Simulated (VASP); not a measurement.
# Te2As3 (P-3m1) in VASP: further runs, part 2 of 3

VASP 6.6.1. Earlier steps stand in the parts before.

### Step 3. Relaxation of cell and atoms, PBE

This run uses another cell than the first one, of 27.35 Å³/atom.

File INCAR:

```
SYSTEM = Te2As3
ALGO = Normal
EDIFF = 1E-6
EDIFFG = -0.04
ENCUT = 600
GGA = PE
IBRION = 2
ISIF = 3
ISMEAR = 0
LASPH = .TRUE.
LCHARG = .FALSE.
LREAL = .FALSE.
LWAVE = .FALSE.
NELM = 60
NSW = 90
PREC = Accurate
SIGMA = 0.1
```

File KPOINTS:

```
k-points
0
G
  6 6 4
  0 0 0
```

File POSCAR:

```
Te2As3
1.0
    4.9844579400      0.0000000000      0.0000000000
   -2.4922289700      4.3166672000      0.0000000000
    0.0000000000      0.0000000000      6.3564545600
Te As
2 3
Direct
    0.3333333300      0.6666666700      0.1991098700
    0.6666666700      0.3333333300      0.8008901300
    0.3333333300      0.6666666700      0.6736396600
    0.6666666700      0.3333333300      0.3263603400
    0.0000000000      0.0000000000      0.0000000000
```

Potentials or basis: VASP PAW PBE potentials, release 64 (Te, As).

Launch:

```
cat potpaw_PBE.64/Te/POTCAR potpaw_PBE.64/As/POTCAR > POTCAR
mpirun -np 1 vasp_std > vasp.out
```

OUTCAR:

```text
SYSTEM = Te2As3
   EDIFF = 1E-6
   EDIFFG = -0.04
   ENCUT = 600
   GGA = PE
   IBRION = 2
   ISIF = 3
   ISMEAR = 0
   LASPH = .TRUE.
   LREAL = .FALSE.
   NELM = 60
   NSW = 90
   PREC = Accurate

 ion  position               nearest neighbor table
   1  0.333  0.667  0.199-   4 2.99   4 2.99   4 2.99   3 3.02   5 3.14   5 3.14   5 3.14
   2  0.667  0.333  0.801-   3 2.99   3 2.99   3 2.99   4 3.02   5 3.14   5 3.14   5 3.14
   3  0.333  0.667  0.674-   2 2.99   2 2.99   2 2.99   1 3.02
   4  0.667  0.333  0.326-   1 2.99   1 2.99   1 2.99   2 3.02
   5  0.000  0.000  0.000-   1 3.14   2 3.14   1 3.14   2 3.14   2 3.14   1 3.14

  LATTYP: Found a hexagonal cell.
 ALAT       =     4.9844579400
 C/A-ratio  =     1.2752549297

  Lattice vectors:

 A1 = (   4.9844579400,   0.0000000000,   0.0000000000)
 A2 = (  -2.4922289700,   4.3166672000,   0.0000000000)
 A3 = (   0.0000000000,   0.0000000000,   6.3564545600)

Analysis of symmetry for initial positions (statically):
=====================================================================
 Subroutine PRICEL returns:
 Original cell was already a primitive cell.

 Routine SETGRP: Setting up the symmetry group for a
 hexagonal supercell.

 Subroutine GETGRP returns: Found 12 space group operations
 (whereof 12 operations were pure point group operations)
 out of a pool of 24 trial point group operations.

The static configuration has the point symmetry D_3d.

Analysis of symmetry for dynamics (positions and initial velocities):
=====================================================================
 Subroutine PRICEL returns:
 Original cell was already a primitive cell.

 Routine SETGRP: Setting up the symmetry group for a
 hexagonal supercell.

 Subroutine GETGRP returns: Found 12 space group operations
 (whereof 12 operations were pure point group operations)
 out of a pool of 24 trial point group operations.

The dynamic configuration has the point symmetry D_3d.

 Subroutine INISYM returns: Found 12 space group operations
 (whereof 12 operations are pure point group operations),
 and found     1 'primitive' translations

----------------------------------------------------------------------------------------

                                     Primitive cell

  volume of cell :     136.7670

  direct lattice vectors                    reciprocal lattice vectors
     4.984457940  0.000000000  0.000000000     0.200623621  0.115830102  0.000000000
    -2.492228970  4.316667200  0.000000000     0.000000000  0.231660203  0.000000000
     0.000000000  0.000000000  6.356454560     0.000000000  0.000000000  0.157320404

  length of vectors
     4.984457940  4.984457940  6.356454560     0.231660203  0.231660203  0.157320404

  position of ions in fractional coordinates (direct lattice)
     0.333333330  0.666666670  0.199109870
     0.666666670  0.333333330  0.800890130
     0.333333330  0.666666670  0.673639660
     0.666666670  0.333333330  0.326360340
     0.000000000  0.000000000  0.000000000

  ion indices of the primitive-cell ions
   primitive index   ion index
                 1           1
                 2           2
                 3           3
                 4           4
                 5           5

[... 24 lines left out ...]
 Found     24 irreducible k-points:

 Following reciprocal coordinates:
            Coordinates               Weight
  0.000000  0.000000  0.000000      1.000000
  0.166667  0.000000  0.000000      6.000000
  0.333333  0.000000  0.000000      6.000000
  0.500000  0.000000  0.000000      3.000000
  0.166667  0.166667  0.000000      6.000000
  0.333333  0.166667  0.000000     12.000000
[... 16 lines left out ...]
  0.333333  0.166667  0.500000     12.000000
  0.333333  0.333333  0.500000      2.000000
   k-points           NKPTS =     24   k-points in BZ     NKDIM =     24   number of bands    NBANDS=     17
   number of dos      NEDOS =    301   number of ions     NIONS =      5
   total plane-waves  NPLWV =  86400
   dimension x,y,z NGX =    40 NGY =   40 NGZ =   54
   dimension x,y,z NGXF=    80 NGYF=   80 NGZF=  108
   ions per type =               2   3
   NGX,Y,Z   is equivalent  to a cutoff of  13.34, 13.34, 14.12 a.u.
   NGXF,Y,Z  is equivalent  to a cutoff of  26.68, 26.68, 28.25 a.u.
 SYSTEM =  Te2As3
   PREC   = accura    normal or accurate (medium, high low for compatibility)
   ISTART =      0    job   : 0-new  1-cont  2-samecut
   ICHARG =      2    charge: 1-file 2-atom 10-const
   ISPIN  =      1    spin polarized calculation?
   LNONCOLLINEAR =      F non collinear calculations
   LSORBIT =      F    spin-orbit coupling
   LASPH  =      T    aspherical Exc in radial PAW
   ENCUT  =  600.0 eV  44.10 Ry    6.64 a.u.   9.96  9.96 12.70*2*pi/ulx,y,z
   NELM   =     60;   NELMIN=  2; NELMDL= -5     # of ELM steps
   EDIFF  = 0.1E-05   stopping-criterion for ELM
   LREAL  =      F    real-space projection
   EDIFFG = -.4E-01   stopping-criterion for IOM
   NSW    =     90    number of steps for IOM
   IBRION =      2    ionic relax: 0-MD 1-quasi-New 2-CG
   NFREE  =      1    steps in history (QN), initial steepest desc. (CG)
   ISIF   =      3    stress and relaxation
   ISYM   =      2    0-nonsym 1-usesym 2-fastsym
   POTIM  = 0.5000    time-step for ionic-motion
   TEBEG  =    0.0;   TEEND  =   0.0 temperature during run
   PSTRESS=    0.0 pullay stress
   NELECT =      27.0000    total number of electrons
   NUPDOWN=      -1.0000    fix difference up-down
   EMIN   =  10.00;   EMAX   =-10.00  energy-range for DOS
   EFERMI =   0.00;   METHOD = LEGACY
   ISMEAR =     0;   SIGMA  =   0.10  broadening in eV -4-tet -1-fermi 0-gaus
   EFERMI_NEDOS =   21; number of points for ismear=-14 and -15
   IALGO  =     38    algorithm
   IMIX   =      4    mixing-type and parameters
     AMIX     =   0.40;   BMIX     =  1.00
     AMIX_MAG =   1.60;   BMIX_MAG =  1.00
  volume/ion in A,a.u.               =      27.35       184.59
  Fermi-wavevector in a.u.,A,eV,Ry     =   0.953240  1.801362 12.363159  0.908667
  Thomas-Fermi vector in A             =   2.081877
   LORBIT       =      0    0 simple, 1 ext, 2 COOP (PROOUT), +10 PAW based schemes
   GGA     = PE    functional components
   LHFCALC =     F    Hartree Fock is set to
   AEXX    =    0.0000 exact exchange contribution
   IVDW    =     0    specifies the selected vdW correction
   LEPSILON=     F    determine dielectric tensor
   LRPA    =     F    only Hartree local field effects (RPA)
 conjugate gradient relaxation of ions
 non-spin polarized calculation
 Gauss-broadening in eV      SIGMA  =   0.10
  energy-cutoff  :      600.00
  volume of cell :      136.77
 maximum number of plane-waves:      4596
   NGX = 19   NGY = 19   NGZ = 25

--------------------------------------- Ionic step        1  -------------------------------------------

 number of electron      27.0000001 magnetization

 Free energy of the ion-electron system (eV)
  ---------------------------------------------------
  ext. energy  EPLUGINS =         0.00000000
  ---------------------------------------------------
  free energy    TOTEN  =       -17.66741391 eV

  energy without entropy =      -17.64190089  energy(sigma->0) =      -17.65465740

------------------------ aborting loop because EDIFF is reached ----------------------------------------

  FORCE on cell =-STRESS in cart. coord.  units (eV):
  Direction    XX          YY          ZZ          XY          YZ          ZX
  --------------------------------------------------------------------------------------
  -------------------------------------------------------------------------------------
  Total       -1.5912745     -1.5912745     -2.7811661      0.0000000      0.0000000      0.0000000
  in kB      -18.6412160    -18.6412160    -32.5803730      0.0000000      0.0000000      0.0000000
  external PRESSURE =     -23.2876017 kB  Pullay stress =       0.0000000 kB
[... 98 lines left out ...]
  FREE ENERGIE OF THE ION-ELECTRON SYSTEM (eV)
  ---------------------------------------------------
  free  energy   TOTEN  =       -17.7571807284 eV

  energy  without entropy=      -17.7390882765  energy(sigma->0) =      -17.74813450

[... ionic steps 4 to 24 ...]

--------------------------------------- Ionic step       25  -------------------------------------------

 number of electron      26.9999999 magnetization

------------------------ aborting loop because EDIFF is reached ----------------------------------------
[... 73 lines left out ...]
--------------------------------------- Ionic step       27  -------------------------------------------

 number of electron      26.9999999 magnetization

 Free energy of the ion-electron system (eV)
  ---------------------------------------------------
  ext. energy  EPLUGINS =         0.00000000
  ---------------------------------------------------
  free energy    TOTEN  =       -18.36492282 eV

  energy without entropy =      -18.35226080  energy(sigma->0) =      -18.35859181

 E-fermi :   5.5770     XC(G=0):  -9.3963

 val. band max:        5.5654113584   @ k =   0.5000   0.0000   0.5000
 cond. band min:       5.6028671615   @ k =   0.3333   0.3333   0.5000
 fundamental gap:      0.0374558030
 Fermi energy:         5.5770234574

 k-point     1 :       0.0000    0.0000    0.0000
  band No.  band energies     occupation
      1      -8.8247      2.00000
      2      -6.0128      2.00000
      3      -4.7567      2.00000
      4      -4.1323      2.00000
      5      -2.1022      2.00000
      6      -0.2059      2.00000
[... 501 lines left out ...]
  FREE ENERGIE OF THE ION-ELECTRON SYSTEM (eV)
  ---------------------------------------------------
  free  energy   TOTEN  =       -18.3649228169 eV

  energy  without entropy=      -18.3522607966  energy(sigma->0) =      -18.35859181

 reached required accuracy - stopping structural energy minimisation
```

It took 11 min on 1 thread of Intel Xeon Platinum 8488C (Sapphire Rapids), shared host; peak memory 0.33 GiB.

Results:

```yaml
Free_energy: -18.3649 eV
Relaxed_volume: 27.11 Å³/atom
Relaxed_cell: a = 5.137 Å, b = 5.137 Å, c = 5.930 Å, α = 90.00°, β = 90.00°, γ = 120.00°
Space_group_after_relaxing_to_0.1_Å: P-3m1 (No. 164)
Energy_gained_by_relaxing: 139.5 meV/atom
Ionic_steps: 27
Pressure_after_relaxing: 0.0 GPa
Largest_force_after_relaxing: 0.021 eV/Å
```

Forces on the atoms (eV/Å):
```
Te   0.000  0.000  0.001
Te   0.000  0.000 -0.001
As   0.000  0.000  0.021
As   0.000  0.000 -0.021
As   0.000  0.000  0.000
```

Step by step:
| step | energy change (eV) | largest force (eV/Å) | pressure (GPa) | volume (Å³) |
| --- | --- | --- | --- | --- |
| 1 | 0.0000 | 0.6170 | -2.33 | 136.77 |
| 2 | -0.0895 | 0.5216 | 0.74 | 129.04 |
| 3 | -0.0898 | 0.5125 | 0.95 | 128.61 |
| 4 | -0.1426 | 0.3585 | 0.97 | 128.83 |
| 5 | -0.2103 | 0.7495 | 1.52 | 129.31 |
| 6 | -0.2485 | 0.7579 | 0.50 | 131.68 |
| 7 | -0.2761 | 0.7326 | -1.20 | 136.19 |
| 8 | -0.3429 | 0.6289 | -1.30 | 136.05 |
| 9 | -0.4996 | 0.5260 | -1.40 | 135.61 |
| 10 | -0.5941 | 0.1738 | -0.83 | 134.69 |
| 11 | -0.6305 | 0.2463 | 0.63 | 131.75 |
| 12 | -0.6368 | 0.1624 | 0.22 | 132.49 |
| 13 | -0.6508 | 0.1842 | -0.31 | 133.53 |
| 14 | -0.6547 | 0.2013 | -0.72 | 134.42 |
| 15 | -0.6645 | 0.1569 | -0.15 | 133.12 |
| 16 | -0.6660 | 0.1219 | 0.18 | 132.41 |
| 17 | -0.6753 | 0.1245 | 0.43 | 131.99 |
| 18 | -0.6766 | 0.1268 | 0.58 | 131.77 |
| 19 | -0.6836 | 0.1610 | -0.06 | 133.51 |
| 20 | -0.6844 | 0.1780 | -0.36 | 134.39 |
| 21 | -0.6908 | 0.1293 | -0.30 | 134.76 |
| 22 | -0.6934 | 0.1009 | -0.26 | 135.13 |
| 23 | -0.6952 | 0.0631 | 0.20 | 134.27 |
| 24 | -0.6952 | 0.0673 | 0.17 | 134.35 |
| 25 | -0.6961 | 0.0614 | 0.10 | 134.67 |
| 26 | -0.6969 | 0.0475 | -0.05 | 135.40 |
| 27 | -0.6975 | 0.0213 | -0.05 | 135.53 |

Final structure:
```
Te As
1.0
     5.13698    0.00000    0.00000
    -2.56849    4.44875    0.00000
     0.00000    0.00000    5.93029
Te As
2 3
Direct
  0.33333 0.66667 0.23510
  0.66667 0.33333 0.76490
  0.33333 0.66667 0.77174
  0.66667 0.33333 0.22826
  0.00000 0.00000 0.00000
```

Caveat: the highest band is partly filled, so the run has too few bands; spin-orbit coupling is left out, which moves the levels of the heavy elements.

(Continued in part 3 of 3.)
